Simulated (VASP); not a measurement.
Set up this calculation in VASP 6.6.1, as the native input.

| Quantity | Value |
| --- | --- |
| Task | relaxation of cell and atoms |
| Functional | PBE |
| Potentials or basis | VASP PAW PBE potentials, release 64 (Rh_pv) |
| Cutoff | 600 eV |
| k mesh | 16 × 16 × 16 |
| Occupations | fermi-dirac, width 0.05 eV |
| Spin | no spin polarisation |
| Target pressure | 26 GPa |
| Dipole correction | no |
| Further INCAR settings | ALGO = Normal; EDIFF = 1e-07; IBRION = 2; EDIFFG = -0.005; NSW = 60; ISIF = 3 |

The structure of Rh lies in POSCAR:

```
Rh
1.0
    2.4000125448      0.0000000000      0.0000000000
    0.0000000000      2.4000125448      0.0000000000
    0.0000000000      0.0000000000      2.4000125448
Rh
1
Direct
    0.0000000000      0.0000000000      0.0000000000
```

This isn't the form of Rh at room conditions, which is fcc.

The input as run:

INCAR

```
PREC     = Accurate       # precision mode
ENCUT    = 600            # plane-wave cutoff, eV
EDIFF    = 1E-7           # SCF threshold, eV
ISMEAR   = -1             # smearing method
SIGMA    = 0.05           # smearing width, eV
LREAL    = False          # projectors in reciprocal space
LASPH    = True           # aspherical terms in the spheres
NELM     = 60             # most SCF steps
ALGO     = Normal         # electronic algorithm
ISIF     = 3              # what is computed and relaxed
LWAVE    = False          # write WAVECAR
LCHARG   = False          # write CHGCAR
GGA      = PE             # functional
IBRION   = 2              # ionic algorithm
NSW      = 60             # ionic steps
EDIFFG   = -0.005         # ionic threshold
PSTRESS  = 260.0
```

KPOINTS

```
Automatic mesh
0
Gamma
  16 16 16
```

Potentials or basis: VASP PAW PBE potentials, release 64 (Rh_pv).

Run with:

```bash
$ cat potpaw_PBE.64/Rh_pv/POTCAR > POTCAR
$ mpirun -np 1 vasp_std > vasp.out
```

It gave:

* Relaxed volume: 14.64 Å³/atom
* Relaxed cell: a = 2.447 Å, b = 2.447 Å, c = 2.447 Å, α = 90.00°, β = 90.00°, γ = 90.00°
* Space group after relaxing (to 0.1 Å): Pm-3m (No. 221)
* Energy change on relaxing (the run minimises the enthalpy): -181.5 meV/atom
* Ionic steps: 16
* Pressure after relaxing: 26.0 GPa
* Band gap on the k mesh: zero (an odd number of electrons rules out a gap without spin polarisation)

Caveat: the cell is relaxed towards a set pressure, so the run minimises the enthalpy, not the energy.

Wall time 3.3 min on 1 thread of Intel(R) Xeon(R) Platinum 8259CL CPU @ 2.50GHz (Skylake/Cascade Lake), with other jobs on the host, peak memory 0.16 GiB.
